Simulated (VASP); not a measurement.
# BPtF6 (R-3) in VASP: notebook

Runs on BPtF6. Level: PBE. Tasks: single point.

All numbers are computed with VASP 6.6.1; they aren't measurements. Logs are shortened: lines on timing, memory, paths and dates and some standing lists are left out, and cuts for length are marked.

## (1) The cell of the first run

The structure is trigonal, space group R-3 (No. 148). Conventional cell: a = 4.788 Å, b = 4.788 Å, c = 12.774 Å, α = 90.00°, β = 90.00°, γ = 120.00°. Within 2.2 Å of B (site symmetry -3) lie 6 F at 1.63 Å. F (site symmetry 1) has 1 B at 1.63 Å and 1 Pt at 2.09 Å within 2.2 Å. Pt (site symmetry -3) has 6 F at 2.09 Å within 2.8 Å.

## (2) Single point, PBE

File INCAR:

```
SYSTEM = BPtF6
ALGO = Normal
EDIFF = 1E-6
ENCUT = 520
GGA = PE
ISIF = 2
ISMEAR = -1
LASPH = .TRUE.
LCHARG = .FALSE.
LREAL = .FALSE.
LWAVE = .FALSE.
NBANDS = 38
NELM = 100
PREC = Accurate
SIGMA = 0.0476
```

File KPOINTS:

```
k-points
0
G
  5 5 5
  0 0 0
```

File POSCAR:

```
BPtF6
1.0
    4.7884276527     -0.0000002820     -0.0000001760
   -2.3942135822      4.1469001324     -0.0000000644
   -2.3942135885      1.3823002946      4.2579956076
B F Pt
1 6 1
Direct
    0.5000000000      0.5000000000      0.5000000000
    0.2893615016      0.1500903291      0.7181287562
    0.8499096709      0.4211424163      0.7181287562
    0.5788575837      0.7106384984      0.7181287562
    0.7106384984      0.8499096709      0.2818712438
    0.1500903291      0.5788575837      0.2818712438
    0.4211424163      0.2893615016      0.2818712438
    0.0000000000      0.0000000000      0.0000000000
```

Potentials or basis: VASP PAW PBE potentials, release 64 (B, F, Pt).

Command:

```
$ cat potpaw_PBE.64/B/POTCAR potpaw_PBE.64/F/POTCAR potpaw_PBE.64/Pt/POTCAR > POTCAR
$ mpirun -np 1 vasp_std > vasp.out
```

OUTCAR:

```text
SYSTEM = BPtF6
   EDIFF = 1E-6
   ENCUT = 520
   GGA = PE
   ISIF = 2
   ISMEAR = -1
   LASPH = .TRUE.
   LREAL = .FALSE.
   NELM = 100
   PREC = Accurate

 ion  position               nearest neighbor table
   1  0.500  0.500  0.500-   2 1.63   5 1.63   3 1.63   6 1.63   4 1.63   7 1.63
   2  0.289  0.150  0.718-   1 1.63   8 2.09
   3  0.850  0.421  0.718-   1 1.63   8 2.09
   4  0.579  0.711  0.718-   1 1.63   8 2.09
   5  0.711  0.850  0.282-   1 1.63   8 2.09
   6  0.150  0.579  0.282-   1 1.63   8 2.09
   7  0.421  0.289  0.282-   1 1.63   8 2.09
   8  0.000  0.000  0.000-   4 2.09   7 2.09   6 2.09   3 2.09   2 2.09   5 2.09

  LATTYP: Found a trigonal (rhomboedric) cell.
 ALAT       =     5.0767646593
 COS(alpha) =     0.5551825649

  Lattice vectors:

 A1 = (  -0.0000000063,  -2.7645998378,   4.2579956720)
 A2 = (   2.3942140642,   1.3823000126,   4.2579954316)
 A3 = (  -2.3942135885,   1.3823002946,   4.2579956076)

Analysis of symmetry for initial positions (statically):
=====================================================================
 Subroutine PRICEL returns:
 Original cell was already a primitive cell.

 Routine SETGRP: Setting up the symmetry group for a
 trigonal (rhombohedral) supercell.

 Subroutine GETGRP returns: Found  6 space group operations
 (whereof  6 operations were pure point group operations)
 out of a pool of 12 trial point group operations.

The static configuration has the point symmetry S_6 .

Analysis of symmetry for dynamics (positions and initial velocities):
=====================================================================
 Subroutine PRICEL returns:
 Original cell was already a primitive cell.

 Routine SETGRP: Setting up the symmetry group for a
 trigonal (rhombohedral) supercell.

 Subroutine GETGRP returns: Found  6 space group operations
 (whereof  6 operations were pure point group operations)
 out of a pool of 12 trial point group operations.

The dynamic configuration has the point symmetry S_6 .

 Subroutine INISYM returns: Found  6 space group operations
 (whereof  6 operations are pure point group operations),
 and found     1 'primitive' translations

----------------------------------------------------------------------------------------

                                     Primitive cell

  volume of cell :      84.5516

  direct lattice vectors                    reciprocal lattice vectors
     4.788427653 -0.000000282 -0.000000176     0.208836829  0.120571984  0.078284084
    -2.394213582  4.146900132 -0.000000064     0.000000011  0.241143985 -0.078284105
    -2.394213588  1.382300295  4.257995608     0.000000009  0.000000009  0.234852288

  length of vectors
     4.788427653  4.788427653  5.076764659     0.253532685  0.253532685  0.234852288

  position of ions in fractional coordinates (direct lattice)
     0.500000000  0.500000000  0.500000000
     0.289361502  0.150090329  0.718128756
     0.849909671  0.421142416  0.718128756
     0.578857584  0.710638498  0.718128756
     0.710638498  0.849909671  0.281871244
     0.150090329  0.578857584  0.281871244
     0.421142416  0.289361502  0.281871244
     0.000000000  0.000000000  0.000000000

  ion indices of the primitive-cell ions
   primitive index   ion index
                 1           1
                 2           2
                 3           3
                 4           4
                 5           5
                 6           6
                 7           7
                 8           8

----------------------------------------------------------------------------------------

 KPOINTS: k-points

Automatic generation of k-mesh.
 Grid dimensions read from file:
 generate k-points for:    5    5    5

 Generating k-lattice:

  Cartesian coordinates                     Fractional coordinates (reciprocal lattice)
     0.041767366  0.024114397  0.015656817     0.200000000 -0.000000000 -0.000000000
     0.000000002  0.048228797 -0.015656821     0.000000000  0.200000000  0.000000000
     0.000000002  0.000000002  0.046970458     0.000000000  0.000000000  0.200000000

  Length of vectors
     0.050706537  0.050706537  0.046970458

  Shift w.r.t. Gamma in fractional coordinates (k-lattice)
     0.000000000  0.000000000  0.000000000

 Subroutine IBZKPT returns following result:
 ===========================================

 Found     23 irreducible k-points:

 Following reciprocal coordinates:
            Coordinates               Weight
  0.000000  0.000000  0.000000      1.000000
  0.200000  0.000000  0.000000      6.000000
  0.400000  0.000000  0.000000      6.000000
  0.200000  0.200000  0.000000      6.000000
  0.400000  0.200000  0.000000      6.000000
  0.400000  0.400000 -0.400000      6.000000
[... 15 lines left out ...]
  0.000000  0.000000  0.400000      2.000000
  0.200000  0.000000  0.400000      6.000000
   k-points           NKPTS =     23   k-points in BZ     NKDIM =     23   number of bands    NBANDS=     38
   number of dos      NEDOS =    301   number of ions     NIONS =      8
   total plane-waves  NPLWV =  51840
   dimension x,y,z NGX =    36 NGY =   36 NGZ =   40
   dimension x,y,z NGXF=    72 NGYF=   72 NGZF=   80
   ions per type =               1   6   1
   NGX,Y,Z   is equivalent  to a cutoff of  12.50, 12.50, 13.10 a.u.
   NGXF,Y,Z  is equivalent  to a cutoff of  25.00, 25.00, 26.20 a.u.
 SYSTEM =  BPtF6
   PREC   = accura    normal or accurate (medium, high low for compatibility)
   ISTART =      0    job   : 0-new  1-cont  2-samecut
   ICHARG =      2    charge: 1-file 2-atom 10-const
   ISPIN  =      1    spin polarized calculation?
   LNONCOLLINEAR =      F non collinear calculations
   LSORBIT =      F    spin-orbit coupling
   LASPH  =      T    aspherical Exc in radial PAW
   ENCUT  =  520.0 eV  38.22 Ry    6.18 a.u.   8.90  8.90  9.44*2*pi/ulx,y,z
   NELM   =    100;   NELMIN=  2; NELMDL= -5     # of ELM steps
   EDIFF  = 0.1E-05   stopping-criterion for ELM
   LREAL  =      F    real-space projection
   EDIFFG = 0.1E-04   stopping-criterion for IOM
   NSW    =      0    number of steps for IOM
   IBRION =     -1    ionic relax: 0-MD 1-quasi-New 2-CG
   NFREE  =      0    steps in history (QN), initial steepest desc. (CG)
   ISIF   =      2    stress and relaxation
   ISYM   =      2    0-nonsym 1-usesym 2-fastsym
   POTIM  = 0.5000    time-step for ionic-motion
   TEBEG  =    0.0;   TEEND  =   0.0 temperature during run
   PSTRESS=    0.0 pullay stress
   NELECT =      55.0000    total number of electrons
   NUPDOWN=      -1.0000    fix difference up-down
   EMIN   =  10.00;   EMAX   =-10.00  energy-range for DOS
   EFERMI =   0.00;   METHOD = LEGACY
   ISMEAR =    -1;   SIGMA  =   0.05  broadening in eV -4-tet -1-fermi 0-gaus
   EFERMI_NEDOS =   21; number of points for ismear=-14 and -15
   IALGO  =     38    algorithm
   IMIX   =      4    mixing-type and parameters
     AMIX     =   0.40;   BMIX     =  1.00
     AMIX_MAG =   1.60;   BMIX_MAG =  1.00
  volume/ion in A,a.u.               =      10.57        71.32
  Fermi-wavevector in a.u.,A,eV,Ry     =   1.418475  2.680530 27.375910  2.012073
  Thomas-Fermi vector in A             =   2.539597
   LORBIT       =      0    0 simple, 1 ext, 2 COOP (PROOUT), +10 PAW based schemes
   GGA     = PE    functional components
   LHFCALC =     F    Hartree Fock is set to
   AEXX    =    0.0000 exact exchange contribution
   IVDW    =     0    specifies the selected vdW correction
   LEPSILON=     F    determine dielectric tensor
   LRPA    =     F    only Hartree local field effects (RPA)
 non-spin polarized calculation
  energy-cutoff  :      520.00
  volume of cell :       84.55
 maximum number of plane-waves:      2293
   NGX = 17   NGY = 17   NGZ = 19

 number of electron      55.0000001 magnetization

 Free energy of the ion-electron system (eV)
  ---------------------------------------------------
  ext. energy  EPLUGINS =         0.00000000
  ---------------------------------------------------
  free energy    TOTEN  =       -35.51028841 eV

  energy without entropy =      -35.44630087  energy(sigma->0) =      -35.47829464

 E-fermi :   2.5436     XC(G=0): -10.4025

 val. band max:        2.5426261259   @ k =   0.4000  -0.4000   0.2000
 cond. band min:       2.5475752243   @ k =   0.2000  -0.0000   0.2000
 fundamental gap:      0.0049490984
 Fermi energy:         2.5436375960

 k-point     1 :       0.0000    0.0000    0.0000
  band No.  band energies     occupation
      1     -22.8536      2.00000
      2     -21.2607      2.00000
      3     -21.2607      2.00000
      4     -21.2571      2.00000
      5     -20.7912      2.00000
      6     -20.7912      2.00000
[... 30 lines left out ...]
     37      15.1327      0.00000
     38      15.4397      0.00000

 k-point     2 :       0.2000    0.0000    0.0000
  band No.  band energies     occupation
      1     -22.7703      2.00000
      2     -21.3709      2.00000
      3     -21.3162      2.00000
      4     -21.2854      2.00000
      5     -20.7583      2.00000
      6     -20.7330      2.00000
[... 30 lines left out ...]
     37      14.8612      0.00000
     38      15.2304      0.00000

 k-point     3 :       0.4000    0.0000    0.0000
  band No.  band energies     occupation
      1     -22.6030      2.00000
      2     -21.5721      2.00000
      3     -21.3917      2.00000
      4     -21.3244      2.00000
      5     -20.7155      2.00000
      6     -20.6581      2.00000
[... 30 lines left out ...]
     37      14.8524      0.00000
     38      15.1181      0.00000

 k-point     4 :       0.2000    0.2000    0.0000
  band No.  band energies     occupation
      1     -22.6624      2.00000
      2     -21.4884      2.00000
      3     -21.3638      2.00000
      4     -21.3042      2.00000
      5     -20.7578      2.00000
      6     -20.6813      2.00000
[... 30 lines left out ...]
     37      14.2040      0.00000
     38      15.8227      0.00000
[... 662 lines left out ...]
      4     -21.3541      2.00000
      5     -20.7245      2.00000
      6     -20.6965      2.00000
[... 30 lines left out ...]
     37      14.6420      0.00000
     38      15.5171      0.00000

 k-point    22 :       0.0000    0.0000    0.4000
  band No.  band energies     occupation
      1     -22.6379      2.00000
      2     -21.5442      2.00000
      3     -21.3740      2.00000
      4     -21.3740      2.00000
      5     -20.6638      2.00000
      6     -20.6638      2.00000
[... 30 lines left out ...]
     37      14.6146      0.00000
     38      14.9384      0.00000

 k-point    23 :       0.2000    0.0000    0.4000
  band No.  band energies     occupation
      1     -22.5928      2.00000
      2     -21.5246      2.00000
      3     -21.4102      2.00000
      4     -21.3771      2.00000
      5     -20.7054      2.00000
      6     -20.6639      2.00000
[... 30 lines left out ...]
     37      14.7186      0.00000
     38      15.9029      0.00000

------------------------ aborting loop because EDIFF is reached ----------------------------------------

  FORCE on cell =-STRESS in cart. coord.  units (eV):
  Direction    XX          YY          ZZ          XY          YZ          ZX
  --------------------------------------------------------------------------------------
  -------------------------------------------------------------------------------------
  Total       -0.0118082     -0.0118082     -0.0169030      0.0000038     -0.0000000     -0.0000000
  in kB       -0.2237554     -0.2237554     -0.3202975      0.0000722     -0.0000000     -0.0000000
  external PRESSURE =      -0.2559361 kB  Pullay stress =       0.0000000 kB

 VOLUME and BASIS-vectors are now :
 -----------------------------------------------------------------------------
  energy-cutoff  :      520.00
  volume of cell :       84.55
      direct lattice vectors                 reciprocal lattice vectors
     4.788427653 -0.000000282 -0.000000176     0.208836829  0.120571984  0.078284084
    -2.394213582  4.146900132 -0.000000064     0.000000011  0.241143985 -0.078284105
    -2.394213588  1.382300295  4.257995608     0.000000009  0.000000009  0.234852288

 POSITION                                       TOTAL-FORCE (eV/Angst)
 -----------------------------------------------------------------------------------
      0.00000      2.76460      2.12900        -0.000000     -0.000000      0.000000
     -0.69312      1.61508      3.05779        -0.005211     -0.024764      0.011702
      1.34207      2.73910      3.05779         0.024052      0.007869      0.011702
     -0.64896      3.93962      3.05779        -0.018840      0.016895      0.011702
      0.69312      3.91412      1.20021         0.005211      0.024764     -0.011702
     -1.34207      2.79010      1.20021        -0.024052     -0.007869     -0.011702
      0.64896      1.58958      1.20021         0.018840     -0.016895     -0.011702
      0.00000      0.00000      0.00000         0.000000     -0.000000      0.000000
 -----------------------------------------------------------------------------------
    total drift:                               -0.000000      0.000000      0.000000

  FREE ENERGIE OF THE ION-ELECTRON SYSTEM (eV)
  ---------------------------------------------------
  free  energy   TOTEN  =       -35.5102884138 eV

  energy  without entropy=      -35.4463008677  energy(sigma->0) =      -35.47829464
```

Wall time 30 s (1 thread of Intel Xeon 6975P-C (Granite Rapids), shared host); peak memory 0.24 GiB.

What came out:

```
Free energy            : -35.5103 eV
Pressure               : 0.0 GPa
Largest force          : 0.028 eV/Å
Band gap on the k mesh : zero (an odd number of electrons rules out a gap without spin polarisation)
```

Forces in eV/Å, atoms in the order of the input:
```
B    0.000  0.000  0.000
F   -0.005 -0.025  0.012
F    0.024  0.008  0.012
F   -0.019  0.017  0.012
F    0.005  0.025 -0.012
F   -0.024 -0.008 -0.012
F    0.019 -0.017 -0.012
Pt   0.000  0.000  0.000
```

Caveat: spin-orbit coupling is left out, which moves the levels of the heavy elements; an odd number of electrons without spin polarisation forces a metal; a magnetic or distorted state may lie lower.

## (3) Single point, PBE

File INCAR:

```
SYSTEM = BPtF6
PREC = Accurate
ENCUT = 520
EDIFF = 1E-7
ISMEAR = -5
SIGMA = 0.1
LREAL = .FALSE.
LASPH = .TRUE.
NELM = 80
ALGO = Normal
ISIF = 2
LWAVE = .FALSE.
LCHARG = .FALSE.
GGA = PE
NBANDS = 38
```

File KPOINTS:

```
Automatic mesh
0
G
  5 5 5
  0 0 0
```

File POSCAR:

```
BPtF6
1.0
    4.7864414873     -0.0000002818     -0.0000001759
   -2.3932204996      4.1451800627     -0.0000000644
   -2.3932205055      1.3817269383      4.2658640716
B F Pt
1 6 1
Direct
    0.5000000000      0.5000000000      0.5000000000
    0.2885474027      0.1504873037      0.7177438539
    0.8495126963      0.4203162451      0.7177438539
    0.5796837549      0.7114525973      0.7177438539
    0.7114525973      0.8495126963      0.2822561461
    0.1504873037      0.5796837549      0.2822561461
    0.4203162451      0.2885474027      0.2822561461
    0.0000000000      0.0000000000      0.0000000000
```

Potentials or basis: VASP PAW PBE potentials, release 64 (B, F, Pt).

Command:

```
$ cat potpaw_PBE.64/B/POTCAR potpaw_PBE.64/F/POTCAR potpaw_PBE.64/Pt/POTCAR > POTCAR
$ mpirun -np 1 vasp_std > vasp.out
```

Run time: 31 s. Hardware: 1 thread of Intel Xeon 6975P-C (Granite Rapids), shared host; peak memory 0.25 GiB.

Results (log left out):

- Free energy: -35.4719 eV
- Pressure: 0.0 GPa
- Largest force: 0.028 eV/Å
- Band gap on the k mesh: zero (an odd number of electrons rules out a gap without spin polarisation)

Forces in eV/Å, atoms in the order of the input:
```
B    0.000  0.000  0.000
F   -0.005 -0.025  0.011
F    0.024  0.008  0.011
F   -0.019  0.017  0.011
F    0.005  0.025 -0.011
F   -0.024 -0.008 -0.011
F    0.019 -0.017 -0.011
Pt   0.000  0.000  0.000
```

Levels at points of the mesh, in eV from the Fermi level:
```tsv
k point	band 25	band 26	band 27	band 28	band 29	band 30
(0.00, 0.00, 0.00)	-1.94	-1.94	-1.92	0.37	0.37	3.04
```

Caveat: spin-orbit coupling is left out, which moves the levels of the heavy elements; an odd number of electrons without spin polarisation forces a metal; a magnetic or distorted state may lie lower; tetrahedron occupations give inexact forces and stress in metals.
